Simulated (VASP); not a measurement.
# Al (Fm-3m) in VASP: relaxation of cell and atoms with PBEsol

Aim: the relaxation of cell and atoms of Al with PBEsol.

Everything below comes from runs of VASP 6.6.1. Logs are shortened: lines on timing, memory, paths and dates and some standing lists are left out, and cuts for length are marked.

### Step 1. The cell of the first run

Symmetry: Fm-3m, No. 225, cubic system. The conventional cell has a = 4.016 Å, b = 4.016 Å, c = 4.016 Å, α = 90.00°, β = 90.00°, γ = 90.00°. Within 3.7 Å of Al (site symmetry m-3m) lie 12 Al at 2.84 Å.

### Step 2. Relaxation of cell and atoms, PBEsol

File INCAR:

```
SYSTEM = Al
PREC = Accurate ; ENCUT = 600
EDIFF = 1E-7 ; ISMEAR = -1
SIGMA = 0.15 ; LREAL = .False.
LASPH = .True. ; NELM = 80
ALGO = Normal ; ISIF = 3
LWAVE = .False. ; LCHARG = .False.
GGA = PS ; IBRION = 2
NSW = 80 ; EDIFFG = -0.05
```

File KPOINTS:

```
regular mesh
0
Gamma
  20 20 20
  0 0 0
```

File POSCAR:

```
Al
1.0
    0.0000000000      2.0077938131      2.0077938131
    2.0077938131      0.0000000000      2.0077938131
    2.0077938131      2.0077938131      0.0000000000
Al
1
Direct
    0.0000000000      0.0000000000      0.0000000000
```

Potentials or basis: VASP PAW PBE potentials, release 64 (Al).

Run with:

```bash
cat potpaw_PBE.64/Al/POTCAR > POTCAR
mpirun -np 1 vasp_std > vasp.out
```

OUTCAR:

```text
SYSTEM = Al
   PREC = Accurate
   ENCUT = 600
   EDIFF = 1E-7
   ISMEAR = -1
   LREAL = .False.
   LASPH = .True.
   NELM = 80
   ISIF = 3
   GGA = PS
   IBRION = 2
   NSW = 80
   EDIFFG = -0.05

 ion  position               nearest neighbor table
   1  0.000  0.000  0.000-

  LATTYP: Found a face centered cubic cell.
 ALAT       =     4.0155876262

  Lattice vectors:

 A1 = (   0.0000000000,   2.0077938131,   2.0077938131)
 A2 = (   2.0077938131,   0.0000000000,   2.0077938131)
 A3 = (   2.0077938131,   2.0077938131,   0.0000000000)

Analysis of symmetry for initial positions (statically):
=====================================================================
 Subroutine PRICEL returns:
 Original cell was already a primitive cell.

 Routine SETGRP: Setting up the symmetry group for a
 face centered cubic supercell.

 Subroutine GETGRP returns: Found 48 space group operations
 (whereof 48 operations were pure point group operations)
 out of a pool of 48 trial point group operations.

The static configuration has the point symmetry O_h .

Analysis of symmetry for dynamics (positions and initial velocities):
=====================================================================
 Subroutine PRICEL returns:
 Original cell was already a primitive cell.

 Routine SETGRP: Setting up the symmetry group for a
 face centered cubic supercell.

 Subroutine GETGRP returns: Found 48 space group operations
 (whereof 48 operations were pure point group operations)
 out of a pool of 48 trial point group operations.

The dynamic configuration has the point symmetry O_h .

 Subroutine INISYM returns: Found 48 space group operations
 (whereof 48 operations are pure point group operations),
 and found     1 'primitive' translations

----------------------------------------------------------------------------------------

                                     Primitive cell

  volume of cell :      16.1878

  direct lattice vectors                    reciprocal lattice vectors
     0.000000000  2.007793813  2.007793813    -0.249029555  0.249029555  0.249029555
     2.007793813  0.000000000  2.007793813     0.249029555 -0.249029555  0.249029555
     2.007793813  2.007793813  0.000000000     0.249029555  0.249029555 -0.249029555

  length of vectors
     2.839449241  2.839449241  2.839449241     0.431331842  0.431331842  0.431331842

  position of ions in fractional coordinates (direct lattice)
     0.000000000  0.000000000  0.000000000

  ion indices of the primitive-cell ions
   primitive index   ion index
                 1           1

----------------------------------------------------------------------------------------

 KPOINTS: regular mesh

Automatic generation of k-mesh.
 Grid dimensions read from file:
 generate k-points for:   20   20   20

 Generating k-lattice:

  Cartesian coordinates                     Fractional coordinates (reciprocal lattice)
    -0.012451478  0.012451478  0.012451478     0.050000000  0.000000000  0.000000000
     0.012451478 -0.012451478  0.012451478     0.000000000  0.050000000  0.000000000
     0.012451478  0.012451478 -0.012451478     0.000000000  0.000000000  0.050000000

  Length of vectors
     0.021566592  0.021566592  0.021566592

  Shift w.r.t. Gamma in fractional coordinates (k-lattice)
     0.000000000  0.000000000  0.000000000

 Subroutine IBZKPT returns following result:
 ===========================================

 Found    256 irreducible k-points:

 Following reciprocal coordinates:
            Coordinates               Weight
  0.000000  0.000000  0.000000      1.000000
  0.050000  0.000000  0.000000      8.000000
  0.100000  0.000000  0.000000      8.000000
  0.150000  0.000000  0.000000      8.000000
  0.200000  0.000000  0.000000      8.000000
  0.250000  0.000000  0.000000      8.000000
[... 16 lines left out ...]
 -0.400000  0.050000  0.000000     24.000000
 -0.350000  0.050000  0.000000     24.000000
 [... further k-points ...]
   k-points           NKPTS =    256   k-points in BZ     NKDIM =    256   number of bands    NBANDS=      5
   number of dos      NEDOS =    301   number of ions     NIONS =      1
   total plane-waves  NPLWV =  13824
   dimension x,y,z NGX =    24 NGY =   24 NGZ =   24
   dimension x,y,z NGXF=    48 NGYF=   48 NGZF=   48
   ions per type =               1
   NGX,Y,Z   is equivalent  to a cutoff of  14.05, 14.05, 14.05 a.u.
   NGXF,Y,Z  is equivalent  to a cutoff of  28.10, 28.10, 28.10 a.u.
 SYSTEM =  Al
   PREC   = accura    normal or accurate (medium, high low for compatibility)
   ISTART =      0    job   : 0-new  1-cont  2-samecut
   ICHARG =      2    charge: 1-file 2-atom 10-const
   ISPIN  =      1    spin polarized calculation?
   LNONCOLLINEAR =      F non collinear calculations
   LSORBIT =      F    spin-orbit coupling
   LASPH  =      T    aspherical Exc in radial PAW
   ENCUT  =  600.0 eV  44.10 Ry    6.64 a.u.   5.67  5.67  5.67*2*pi/ulx,y,z
   NELM   =     80;   NELMIN=  2; NELMDL= -5     # of ELM steps
   EDIFF  = 0.1E-06   stopping-criterion for ELM
   LREAL  =      F    real-space projection
   EDIFFG = -.5E-01   stopping-criterion for IOM
   NSW    =     80    number of steps for IOM
   IBRION =      2    ionic relax: 0-MD 1-quasi-New 2-CG
   NFREE  =      1    steps in history (QN), initial steepest desc. (CG)
   ISIF   =      3    stress and relaxation
   ISYM   =      2    0-nonsym 1-usesym 2-fastsym
   POTIM  = 0.5000    time-step for ionic-motion
   TEBEG  =    0.0;   TEEND  =   0.0 temperature during run
   PSTRESS=    0.0 pullay stress
   NELECT =       3.0000    total number of electrons
   NUPDOWN=      -1.0000    fix difference up-down
   EMIN   =  10.00;   EMAX   =-10.00  energy-range for DOS
   EFERMI =   0.00;   METHOD = LEGACY
   ISMEAR =    -1;   SIGMA  =   0.15  broadening in eV -4-tet -1-fermi 0-gaus
   EFERMI_NEDOS =   21; number of points for ismear=-14 and -15
   IALGO  =     38    algorithm
   IMIX   =      4    mixing-type and parameters
     AMIX     =   0.40;   BMIX     =  1.00
     AMIX_MAG =   1.60;   BMIX_MAG =  1.00
  volume/ion in A,a.u.               =      16.19       109.24
  Fermi-wavevector in a.u.,A,eV,Ry     =   0.933368  1.763809 11.853061  0.871175
  Thomas-Fermi vector in A             =   2.060062
   LORBIT       =      0    0 simple, 1 ext, 2 COOP (PROOUT), +10 PAW based schemes
   GGA     = PS    functional components
   LHFCALC =     F    Hartree Fock is set to
   AEXX    =    0.0000 exact exchange contribution
   IVDW    =     0    specifies the selected vdW correction
   LEPSILON=     F    determine dielectric tensor
   LRPA    =     F    only Hartree local field effects (RPA)
 conjugate gradient relaxation of ions
 non-spin polarized calculation
  energy-cutoff  :      600.00
  volume of cell :       16.19
 maximum number of plane-waves:       560
   NGX = 11   NGY = 11   NGZ = 11

 number of electron       3.0000000 magnetization

 Free energy of the ion-electron system (eV)
  ---------------------------------------------------
  ext. energy  EPLUGINS =         0.00000000
  ---------------------------------------------------
  free energy    TOTEN  =        -4.10694603 eV

  energy without entropy =       -4.07718317  energy(sigma->0) =       -4.09206460

 E-fermi :   8.1674     XC(G=0): -10.3268

 val. band max:        8.1474853611   @ k =  -0.4500   0.4500   0.1000
 cond. band min:       8.1689693153   @ k =  -0.4000   0.3500   0.0000
 fundamental gap:      0.0214839542
 Fermi energy:         8.1673821150

 k-point     1 :       0.0000    0.0000    0.0000
  band No.  band energies     occupation
      1      -3.1125      2.00000
      2      20.8506      0.00000
      3      20.8506      0.00000
      4      20.8506      0.00000
      5      22.4877      0.00000

 k-point     2 :       0.0500    0.0000    0.0000
  band No.  band energies     occupation
      1      -3.0437      2.00000
      2      19.5612      0.00000
      3      20.6036      0.00000
      4      20.6036      0.00000
      5      22.8427      0.00000

 k-point     3 :       0.1000    0.0000    0.0000
  band No.  band energies     occupation
      1      -2.8374      2.00000
      2      17.5669      0.00000
      3      20.1566      0.00000
      4      20.1566      0.00000
      5      23.1068      0.00000

 k-point     4 :       0.1500    0.0000    0.0000
  band No.  band energies     occupation
      1      -2.4944      2.00000
      2      15.5268      0.00000
      3      19.7382      0.00000
      4      19.7382      0.00000
      5      22.9744      0.00000

 k-point     5 :       0.2000    0.0000    0.0000
  band No.  band energies     occupation
      1      -2.0155      2.00000
      2      13.5347      0.00000
      3      19.4061      0.00000
      4      19.4061      0.00000
      5      22.8059      0.00000

 k-point     6 :       0.2500    0.0000    0.0000
  band No.  band energies     occupation
      1      -1.4023      2.00000
      2      11.6221      0.00000
      3      19.1768      0.00000
      4      19.1768      0.00000
      5      22.6771      0.00000
[... 113 lines left out ...]
 k-point    21 :       0.5000    0.0500    0.0000
  band No.  band energies     occupation
      1       3.2196      2.00000
      2       4.1373      2.00000
      3      18.3580      0.00000
      4      18.5874      0.00000
      5      19.9593      0.00000

 k-point    22 :      -0.4500    0.0500    0.0000
  band No.  band energies     occupation
      1       2.8118      2.00000
      2       4.5852      2.00000
      3      17.9798      0.00000
      4      19.0007      0.00000
      5      20.3822      0.00000

 k-point    23 :      -0.4000    0.0500    0.0000
  band No.  band energies     occupation
      1       1.6458      2.00000
      2       6.0317      2.00000
      3      17.7186      0.00000
      4      19.5300      0.00000
      5      20.3192      0.00000

 k-point    24 :      -0.3500    0.0500    0.0000
  band No.  band energies     occupation
      1       0.6002      2.00000
      2       7.5972      1.95629
      3      17.5751      0.00000
      4      20.1561      0.00000
      5      20.1912      0.00000

 [... further k-points ...]
[... 5 lines left out ...]
  --------------------------------------------------------------------------------------
  -------------------------------------------------------------------------------------
  Total        0.0112004      0.0112004      0.0112004     -0.0000000      0.0000000      0.0000000
  in kB        1.1085539      1.1085539      1.1085539     -0.0000000      0.0000000      0.0000000
  external PRESSURE =       1.1085539 kB  Pullay stress =       0.0000000 kB

 VOLUME and BASIS-vectors are now :
 -----------------------------------------------------------------------------
  energy-cutoff  :      600.00
  volume of cell :       16.19
      direct lattice vectors                 reciprocal lattice vectors
     0.000000000  2.007793813  2.007793813    -0.249029555  0.249029555  0.249029555
     2.007793813  0.000000000  2.007793813     0.249029555 -0.249029555  0.249029555
     2.007793813  2.007793813  0.000000000     0.249029555  0.249029555 -0.249029555

 POSITION                                       TOTAL-FORCE (eV/Angst)
 -----------------------------------------------------------------------------------
      0.00000      0.00000      0.00000        -0.000000      0.000000      0.000000
 -----------------------------------------------------------------------------------
    total drift:                                0.000000     -0.000000     -0.000000

  FREE ENERGIE OF THE ION-ELECTRON SYSTEM (eV)
  ---------------------------------------------------
  free  energy   TOTEN  =        -4.1069460263 eV

  energy  without entropy=       -4.0771831705  energy(sigma->0) =       -4.09206460

 reached required accuracy - stopping structural energy minimisation
```

Wall time 6.3 s (1 thread of Intel Xeon 6975P-C (Granite Rapids), shared host); peak memory 0.15 GiB.

Results:

```yaml
Free_energy: -4.1069 eV
Pressure_after_relaxing: 0.1 GPa
```

Final structure:
```
Al
1.0
     0.00000    2.00779    2.00779
     2.00779    0.00000    2.00779
     2.00779    2.00779    0.00000
Al
1
Cartesian
  0.0000 0.0000 0.0000
```

Levels at points of the mesh, in eV from the Fermi level:
```
           k point  band 1  band 2  band 3  band 4  band 5
(0.00, 0.00, 0.00)  -11.28   12.68   12.68   12.68   14.32
(0.50, 0.00, 0.00)   -4.69   -4.42   11.51   11.51   11.58
(0.50, 0.50, 0.00)   -2.98   -1.63    5.24    5.66    5.66
```

Caveat: the relaxation stopped at its first step, so nothing moved; the PAW data sets were made with another functional, which shifts forces and pressure a little.
